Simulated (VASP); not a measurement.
# Ta3BN3: single point with PBE

Ta3BN3:

```
Ta B N
1.0
     4.35232    0.00000    0.00000
     0.00000    4.35232    0.00000
     0.00000    0.00000    4.35232
Ta B N
3 1 3
Direct
  0.50000 0.00000 0.00000
  0.00000 0.50000 0.00000
  0.00000 0.00000 0.50000
  0.00000 0.00000 0.00000
  0.00000 0.50000 0.50000
  0.50000 0.00000 0.50000
  0.50000 0.50000 0.00000
```

| Property | Result |
| --- | --- |
| Program | VASP 6.6.1 |
| Task | single point |
| Functional | PBE |
| Potentials or basis | VASP PAW PBE potentials, release 64 (Ta_pv, B, N) |
| Cutoff | 520 eV |
| k mesh | 8 × 8 × 8 |
| Occupations | gaussian, width 0.1 eV |
| Spin | no spin polarisation |
| Dipole correction | no |
| Further INCAR settings | ALGO = Normal; EDIFF = 1e-07; NBANDS = 34 |

The pressure is 0.5 GPa. The band gap on the k mesh is zero (an odd number of electrons rules out a gap without spin polarisation).

Levels at points of the mesh, in eV from the Fermi level:
| k point | band 21 | band 22 | band 23 | band 24 | band 25 | band 26 | band 27 | band 28 | band 29 | band 30 |
| --- | --- | --- | --- | --- | --- | --- | --- | --- | --- | --- |
| (0.00, 0.00, 0.00) | -1.81 | -1.81 | -0.70 | -0.70 | -0.70 | 0.83 | 0.83 | 0.83 | 1.57 | 1.57 |
| (0.50, 0.00, 0.00) | -2.63 | -1.85 | -1.85 | -1.62 | -1.28 | -1.28 | 0.73 | 2.10 | 2.10 | 2.42 |
| (0.50, 0.50, 0.00) | -3.71 | -3.61 | -3.49 | -3.49 | -0.05 | 1.91 | 2.41 | 2.41 | 2.71 | 3.80 |
| (0.50, 0.50, 0.50) | -4.26 | -4.26 | -4.26 | -0.98 | -0.98 | 3.46 | 3.46 | 3.46 | 4.51 | 4.51 |

Wall time 2.2 min on 1 thread of Intel Xeon 8259CL, with other jobs on the host, peak memory 0.23 GiB.

Caveat: spin-orbit coupling is left out, which moves the levels of the heavy elements; an odd number of electrons without spin polarisation forces a metal; a magnetic or distorted state may lie lower.
